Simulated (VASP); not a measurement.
A run of VASP 6.6.1:

Contents of INCAR:

```
PREC = Accurate
ENCUT = 520
EDIFF = 1E-6
ISMEAR = 0
SIGMA = 0.1
LREAL = F
LASPH = T
NELM = 80
ALGO = Fast
ISIF = 2
LWAVE = F
LCHARG = T
GGA = PS
LELF = T
LVHAR = T
NBANDS = 24
```

KPOINTS

```
Automatic mesh
0
Gamma
  18 18 8
```

Contents of POSCAR:

```
ZnCu2
1.0
    2.5838256049      0.0000000000      0.0000000000
   -1.2919128025      2.2376586128      0.0000000000
    0.0000000000      0.0000000000      6.2933738000
Zn Cu
1 2
Direct
    0.0000000000      0.0000000000      0.0000000000
    0.3333333333      0.6666666667      0.6621414900
    0.6666666667      0.3333333333      0.3378585100
```

Potentials or basis: VASP PAW PBE potentials, release 64 (Zn, Cu).

Launch:

```sh
$ cat potpaw_PBE.64/Zn/POTCAR potpaw_PBE.64/Cu/POTCAR > POTCAR
$ mpirun -np 1 vasp_std > vasp.out
```

Hardware: 1 thread of Intel(R) Xeon(R) Platinum 8559C (Emerald Rapids), on a shared host.

**Question.** How long does it take, and how much memory?

**Answer.** Run time: 2.4 min on 1 thread of Intel(R) Xeon(R) Platinum 8559C (Emerald Rapids), on a shared host, peak memory 0.32 GiB. Counts: scf iterations 16, k points 266.
